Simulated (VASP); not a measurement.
# Fe3Ge (Fm-3m) in VASP: further runs, part 2 of 2

VASP 6.6.1.

**5. Single point, PBEsol, collinear spin, ferromagnetic start**

This run uses another cell than the first one, of 12.13 Å³/atom.

File INCAR:

```
  ALGO = Fast
  EDIFF = 1E-6
  ENCUT = 520
  GGA = PS
  ISIF = 2
  ISMEAR = -1
  ISPIN = 2
  LASPH = True
  LCHARG = False
  LMAXMIX = 4
  LORBIT = 11
  LREAL = False
  LWAVE = False
  MAGMOM = 0 3 3 3
  NBANDS = 31
  NELM = 150
  PREC = Accurate
  SIGMA = 0.05
```

File KPOINTS:

```
k-points
0
Gamma
  8 8 8
```

File POSCAR:

```
Fe3Ge
1.0
    0.0000000000      2.8946295970      2.8946295970
    2.8946295970      0.0000000000      2.8946295970
    2.8946295970      2.8946295970      0.0000000000
Ge Fe
1 3
Direct
    0.0000000000      0.0000000000      0.0000000000
    0.7500000000      0.7500000000      0.7500000000
    0.2500000000      0.2500000000      0.2500000000
    0.5000000000      0.5000000000      0.5000000000
```

Potentials or basis: VASP PAW PBE potentials, release 64 (Ge_d, Fe).

Run with:

```bash
> cat potpaw_PBE.64/Ge_d/POTCAR potpaw_PBE.64/Fe/POTCAR > POTCAR
> mpirun -np 1 vasp_std > vasp.out
```

OUTCAR:

```text
EDIFF = 1E-6
   ENCUT = 520
   GGA = PS
   ISIF = 2
   ISMEAR = -1
   ISPIN = 2
   LASPH = True
   LORBIT = 11
   LREAL = False
   NELM = 150
   PREC = Accurate

 ion  position               nearest neighbor table
   1  0.000  0.000  0.000-   2 2.51   2 2.51   2 2.51   3 2.51   3 2.51   3 2.51   2 2.51   3 2.51
                             4 2.89   4 2.89   4 2.89   4 2.89   4 2.89   4 2.89
   2  0.750  0.750  0.750-   4 2.51   4 2.51   1 2.51   4 2.51   1 2.51   1 2.51   4 2.51   1 2.51
                             3 2.89   3 2.89   3 2.89   3 2.89   3 2.89   3 2.89
   3  0.250  0.250  0.250-   1 2.51   1 2.51   1 2.51   4 2.51   4 2.51   4 2.51   1 2.51   4 2.51
                             2 2.89   2 2.89   2 2.89   2 2.89   2 2.89   2 2.89
   4  0.500  0.500  0.500-   3 2.51   3 2.51   2 2.51   3 2.51   2 2.51   2 2.51   3 2.51   2 2.51
                             1 2.89   1 2.89   1 2.89   1 2.89   1 2.89   1 2.89

  LATTYP: Found a face centered cubic cell.
 ALAT       =     5.7892591940

  Lattice vectors:

 A1 = (   0.0000000000,   2.8946295970,   2.8946295970)
 A2 = (   2.8946295970,   0.0000000000,   2.8946295970)
[... 1844 lines left out ...]
  Direction    XX          YY          ZZ          XY          YZ          ZX
  --------------------------------------------------------------------------------------
  -------------------------------------------------------------------------------------
  Total       -3.9361670     -3.9361670     -3.9361670     -0.0000000     -0.0000000      0.0000000
  in kB     -130.0095045   -130.0095045   -130.0095045     -0.0000000     -0.0000000      0.0000000
  external PRESSURE =    -130.0095045 kB  Pullay stress =       0.0000000 kB

 VOLUME and BASIS-vectors are now :
 -----------------------------------------------------------------------------
  energy-cutoff  :      520.00
  volume of cell :       48.51
      direct lattice vectors                 reciprocal lattice vectors
     0.000000000  2.894629597  2.894629597    -0.172733672  0.172733672  0.172733672
     2.894629597  0.000000000  2.894629597     0.172733672 -0.172733672  0.172733672
     2.894629597  2.894629597  0.000000000     0.172733672  0.172733672 -0.172733672

 POSITION                                       TOTAL-FORCE (eV/Angst)
 -----------------------------------------------------------------------------------
      0.00000      0.00000      0.00000        -0.000000     -0.000000     -0.000000
      4.34194      4.34194      4.34194         0.000000      0.000000      0.000000
      1.44731      1.44731      1.44731        -0.000000     -0.000000     -0.000000
      2.89463      2.89463      2.89463        -0.000000     -0.000000     -0.000000
 -----------------------------------------------------------------------------------
    total drift:                                0.000000     -0.000000     -0.000000

  FREE ENERGIE OF THE ION-ELECTRON SYSTEM (eV)
  ---------------------------------------------------
  free  energy   TOTEN  =       -32.1931804164 eV

  energy  without entropy=      -32.1642522322  energy(sigma->0) =      -32.17871632

 total charge

# of ion       s       p       d       tot
------------------------------------------
    1        1.061   1.274  10.118  12.453
    2        0.406   0.495   6.388   7.289
    3        0.406   0.495   6.388   7.289
    4        0.448   0.489   6.225   7.161
--------------------------------------------------
tot          2.320   2.753  29.119  34.192

 magnetization (x)

# of ion       s       p       d       tot
------------------------------------------
    1        0.000  -0.067  -0.010  -0.077
    2       -0.004  -0.023   1.768   1.741
    3       -0.004  -0.023   1.768   1.741
    4       -0.009  -0.024   2.577   2.543
--------------------------------------------------
tot         -0.017  -0.137   6.103   5.949
```

OSZICAR:

```text
N       E                     dE             d eps       ncg     rms          rms(c)
DAV:   1     0.298192790131E+03    0.29819E+03   -0.16145E+04  3957   0.260E+03
DAV:   2     0.474298157339E+01   -0.29345E+03   -0.27450E+03  3596   0.506E+02
DAV:   3    -0.338890577496E+02   -0.38632E+02   -0.36775E+02  3890   0.149E+02
DAV:   4    -0.352958249536E+02   -0.14068E+01   -0.14042E+01  4079   0.338E+01
DAV:   5    -0.353154283890E+02   -0.19603E-01   -0.19603E-01  4002   0.368E+00    0.203E+01
RMM:   6    -0.335340531134E+02    0.17814E+01   -0.24033E+01  4384   0.436E+01    0.133E+01
RMM:   7    -0.323678792624E+02    0.11662E+01   -0.26225E+00  4261   0.177E+01    0.816E+00
RMM:   8    -0.324585923013E+02   -0.90713E-01   -0.52635E-01  4616   0.604E+00    0.752E+00
RMM:   9    -0.322046849814E+02    0.25391E+00   -0.19001E-01  4460   0.391E+00    0.233E+00
RMM:  10    -0.321952886956E+02    0.93963E-02   -0.51753E-02  4946   0.124E+00    0.721E-01
RMM:  11    -0.321933429760E+02    0.19457E-02   -0.84741E-03  4978   0.836E-01    0.347E-01
RMM:  12    -0.321931683155E+02    0.17466E-03   -0.22854E-03  5122   0.338E-01    0.181E-01
RMM:  13    -0.321931712136E+02   -0.28981E-05   -0.38359E-04  4949   0.203E-01    0.728E-02
RMM:  14    -0.321931755622E+02   -0.43486E-05   -0.12072E-04  5223   0.866E-02    0.333E-02
RMM:  15    -0.321931795760E+02   -0.40138E-05   -0.28928E-05  4934   0.377E-02    0.122E-02
RMM:  16    -0.321931804164E+02   -0.84033E-06   -0.64021E-06  4263   0.172E-02
   1 F= -.32193180E+02 E0= -.32178716E+02  d E =-.289282E-01  mag=     5.9446
```

It took 2.9 min on 1 thread of Intel Xeon 8259CL, shared host; peak memory 0.23 GiB.

Results:

```
Free energy                                           : -32.1932 eV
Pressure                                              : -13.0 GPa
Net moment                                            : 5.95 μB per cell
Site moments                                          : Ge -0.08; Fe +1.74, +2.54 (each value once) μB
Valence electrons inside the program's atomic spheres : Ge 12.45; Fe 7.29, 7.16 (each value once)
```

Levels at points of the mesh, in eV from the Fermi level:
Spin up:
```csv
k point,band 20,band 21,band 22,band 23,band 24,band 25
"(0.00, 0.00, 0.00)",-0.65,-0.65,1.92,3.70,3.70,3.70
"(0.50, 0.00, 0.00)",-0.97,-0.97,-0.65,2.97,3.10,3.10
"(0.50, 0.50, 0.00)",-1.05,-0.69,-0.62,-0.62,-0.22,3.02
```
Spin down:
| k point | band 14 | band 15 | band 16 | band 17 | band 18 | band 19 |
| --- | --- | --- | --- | --- | --- | --- |
| (0.00, 0.00, 0.00) | -1.39 | 0.72 | 0.72 | 0.72 | 1.39 | 1.39 |
| (0.50, 0.00, 0.00) | -1.23 | -0.50 | -0.27 | -0.27 | 1.02 | 1.02 |
| (0.50, 0.50, 0.00) | -1.20 | -0.30 | -0.30 | 0.13 | 0.58 | 0.92 |

Caveat: the cell stands under tension; the PAW data sets were made with another functional, which shifts forces and pressure a little.

**6. Overview**

```tsv
potentials or basis	cell	cutoff (eV)	gap on the mesh (eV)	pressure (GPa)	moment (μB)
VASP PAW PBE potentials, release 64 (Ge_d, Fe_sv)	a = 4.039 Å, angles 60.0°, 4 atoms	600	none	-11.0	5.29
VASP PAW PBE potentials, release 64 (Ge_d, Fe_sv)	a = 3.984 Å, angles 60.0°, 4 atoms	600	none	-3.0	5.05
VASP PAW PBE potentials, release 64 (Ge_d, Fe)	a = 4.067 Å, angles 60.0°, 4 atoms	520	none	-10.7	5.68
VASP PAW PBE potentials, release 64 (Ge_d, Fe)	a = 4.094 Å, angles 60.0°, 4 atoms	520	none	-13.0	5.95
```

Alike in all rows: task single point; level PBEsol; spin collinear, ferromagnetic start; k mesh 8 × 8 × 8; smearing fermi-dirac 0.05 eV.

Caveats: the PAW data sets were made with another functional, which shifts forces and pressure a little; the cell stands under tension (at least some runs).

Absolute energies hang on the potentials; compare differences alone.
